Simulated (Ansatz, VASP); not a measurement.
**AlH3: VASP beside Ansatz**

The input POSCAR:

```
AlH3
1.0
    2.2414520000      3.8823020000      0.0000000000
   -2.2414520000      3.8823020000      0.0000000000
    0.0000000000     -2.5882010000      3.9642860000
Al H
2 6
Direct
    0.0000000000      0.0000000000      0.0000000000
    0.5000000000      0.5000000000      0.5000000000
    0.8780000000      0.6220000000      0.7500000000
    0.2500000000      0.8780000000      0.7500000000
    0.6220000000      0.2500000000      0.7500000000
    0.1220000000      0.3780000000      0.2500000000
    0.7500000000      0.1220000000      0.2500000000
    0.3780000000      0.7500000000      0.2500000000
```

File INCAR.step1:

```
PREC = Accurate ; ENCUT = 520
ISMEAR = -1 ; SIGMA = 0.1
LREAL = False ; LASPH = True
NELM = 100 ; NBANDS = 16
GGA = PE ; ALGO = Normal
EDIFF = 1E-4 ; LWAVE = True
LCHARG = False
```

File INCAR.step2:

```
PREC = Accurate ; ENCUT = 520
EDIFF = 1E-6 ; ISMEAR = -1
SIGMA = 0.1 ; LREAL = False
LASPH = True ; NELM = 100
ALGO = Normal ; ISIF = 2
LWAVE = False ; LCHARG = False
METAGGA = R2SCAN ; LMIXTAU = True
NBANDS = 16 ; ISTART = 1
```

KPOINTS

```
Automatic mesh
0
Gamma
  7 7 7
```

Input for Ansatz:

```yaml
crystal:
  lattice:
    - [2.241452, 3.882302, 0.0]
    - [-2.241452, 3.882302, 0.0]
    - [0.0, -2.588201, 3.964286]
  atoms:
    - { symbol: Al, position: [0.0, 0.0, 0.0] }
    - { symbol: Al, position: [0.5, 0.5, 0.5] }
    - { symbol: H, position: [0.878, 0.622, 0.75] }
    - { symbol: H, position: [0.25, 0.878, 0.75] }
    - { symbol: H, position: [0.622, 0.25, 0.75] }
    - { symbol: H, position: [0.122, 0.378, 0.25] }
    - { symbol: H, position: [0.75, 0.122, 0.25] }
    - { symbol: H, position: [0.378, 0.75, 0.25] }
  symmetry: { tolerance: 0.0003 }
kpoints:
  mp_grid: { grid: [7, 7, 7], shift: [0, 0, 0] }
  band_path:
    path:
      - [0.0, 0.0, 0.0]
      - [0.0, 0.0, 0.5]
      - [0.26229125, -0.26229125, 0.5]
      - [0.26229125, -0.47541749, 0.23770875]
      - [0.5, 0.0, 0.0]
      - [0.0, 0.0, 0.0]
      - [0.36885437, -0.36885437, 0.0]
      - [0.26229125, -0.36885437, 0.36885437]
      - [0.0, -0.5, 0.5]
      - [0.0, 0.0, 0.0]
    npoints: 6
magnetization:
  spin_polarized: false
scf:
  occupations: { method: fermi_dirac }
  lower_state_search: "off"
  max_iter: 200
hamiltonian:
  pseudopotentials: { kind: paw }
  xc: r2scan
basis:
  ecutwfc: 500
  fft_grid_basis: typed
output:
  forces: true
  stress: true
  eigenvalues: true
  bader: true
  populations: true
  elf: true
  write_potential: true
  volumetric_format: npy
  dos:
    e_range: [-12, 8]
    de: 0.05
    projected: { site_lists: { Al: [Al], H: [H] } }
checkpoint:
  read: saved_state
```

Alike in both runs: task single point; functional r2SCAN; k mesh 7 × 7 × 7; no spin polarisation.

|  | VASP | Ansatz |
| --- | --- | --- |
| version | VASP 6.6.1 | Ansatz 0.2.0 |
| potentials or method | VASP PAW PBE potentials, release 64 (Al, H), cutoff 520 eV | PAW plane waves |
| occupations | fermi-dirac, width 0.1 eV | fermi-dirac |
| valence electrons in the cell | 12 | 12 |

Ansatz gave:

```
pressure (GPa)                     : -2.6
rms of the force components (eV/Å) : 0.043
```

Task: What did VASP give for the same quantities?

Result: Pressure (GPa): -2.9; rms of the force components (eV/Å): 0.045.

VASP's potentials were made for PBE, not for r2SCAN. Atom by atom the forces differ by 0.003 eV/Å (rms over components). Ansatz's warnings: structure snapped to symmetry.
